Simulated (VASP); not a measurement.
# ZrB2: single point with PBE

Crystal: ZrB2.

```
CELL_PARAMETERS angstrom
3.17000 0.00000 0.00000
-1.58500 2.74530 0.00000
0.00000 0.00000 3.53300
ATOMIC_POSITIONS crystal
Zr 0.00000 0.00000 0.00000
B 0.66667 0.33333 0.50000
B 0.33333 0.66667 0.50000
```

```json
{
 "Program": "VASP 6.6.1",
 "Task": "single point",
 "Functional": "PBE",
 "Potentials or basis": "VASP PAW PBE potentials, release 64 (Zr_sv, B)",
 "Cutoff": "520 eV",
 "k mesh": "10 × 10 × 8",
 "Occupations": "gaussian, width 0.014 eV",
 "Spin": "no spin polarisation"
}
```

- Pressure: 0.9 GPa
- Band gap on the k mesh: zero (band 9 reaches 11.10 eV, above the bottom of band 10 at 10.29 eV)

Stress tensor (GPa, compression positive):
```
0.51 0.00 0.00
0.00 0.51 0.00
0.00 0.00 1.77
```

Levels at points of the mesh, in eV from the Fermi level:
| k point | band 6 | band 7 | band 8 | band 9 | band 10 | band 11 | band 12 | band 13 |
| --- | --- | --- | --- | --- | --- | --- | --- | --- |
| (0.00, 0.00, 0.00) | -2.51 | -2.51 | -2.46 | -2.22 | 3.52 | 3.52 | 4.30 | 4.30 |
| (0.50, 0.00, 0.00) | -8.39 | -3.77 | -2.93 | -2.56 | 2.35 | 2.43 | 5.04 | 5.12 |
| (0.00, 0.00, 0.50) | -6.84 | -0.84 | -0.84 | 0.45 | 0.45 | 0.90 | 0.90 | 1.96 |
| (0.50, 0.00, 0.50) | -6.87 | -4.48 | -4.01 | -1.88 | 3.87 | 4.21 | 5.41 | 6.36 |

Run time: 24 s on 1 thread of AMD EPYC 7R13 Processor (Zen 3) (shared host), peak memory 0.13 GiB.
